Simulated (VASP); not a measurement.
A run of VASP 6.6.1 is set up as follows.

The input INCAR:

```
SYSTEM = TiAl
ALGO = Normal ; EDIFF = 1E-6
ENCUT = 520 ; GGA = CA
ISIF = 2 ; ISMEAR = -1
LASPH = .TRUE. ; LCHARG = .FALSE.
LREAL = .FALSE. ; LWAVE = .FALSE.
NBANDS = 14 ; NELM = 60
PREC = Accurate ; SIGMA = 0.05
```

The input KPOINTS:

```
k-points
0
G
  8 8 8
  0 0 0
```

File POSCAR:

```
TiAl
1.0
    3.2414144177      0.0000000000      0.0000000000
    0.0000000000      3.2414144177      0.0000000000
    0.0000000000      0.0000000000      3.2414144177
Ti Al
1 1
Direct
    0.0000000000      0.0000000000      0.0000000000
    0.5000000000      0.5000000000      0.5000000000
```

Potentials or basis: VASP PAW LDA potentials, release 64 (Ti_sv, Al).

Launch:

```bash
$ cat potpaw_LDA.64/Ti_sv/POTCAR potpaw_LDA.64/Al/POTCAR > POTCAR
$ mpirun -np 1 vasp_std > vasp.out
```

Task: Estimate the pressure.

Result: -11.0 GPa.
